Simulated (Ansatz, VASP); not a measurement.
# Two plane-wave programs on Al2Pt

```
Al Pt
1.0
     4.02171    0.00000    0.00000
    -2.01086    3.48291    0.00000
     0.00000    0.00000    6.59047
Al Pt
4 2
Direct
  0.49021 0.00000 0.72176
  0.00000 0.49021 0.72176
  0.50979 0.50979 0.72176
  0.00000 0.00000 0.14637
  0.33333 0.66667 0.00906
  0.66667 0.33333 0.00906
```

Alike in both runs: task relaxation of cell and atoms; functional PBE; k mesh 6 × 6 × 4; occupations gaussian, width 0.1 eV; no spin polarisation.

```csv
,VASP,Ansatz
version,VASP 6.6.1,Ansatz 0.2.0
potentials or method,"VASP PAW PBE potentials, release 64 (Al, Pt), cutoff 600 eV","scalar-relativistic, plane waves, PAW"
valence electrons in the cell,32,48
```

|  | VASP | Ansatz | Ansatz less VASP |
| --- | --- | --- | --- |
| gap on the k mesh at the Fermi level, each at its own relaxed structure (eV) | none | none | - |
| relaxed volume (Å³/atom) | 15.33 | 15.32 | -0.006 |
| relaxed cell length with the largest relative difference (Å) | 4.243 | 4.249 | +0.0066 |

A gap of «none» marks a metal or a gap that the smearing closes. VASP's potentials hold 32 valence electrons a cell and Ansatz's 48, so a difference there can come from the potentials and not from the codes.

Spin-orbit coupling is off throughout.
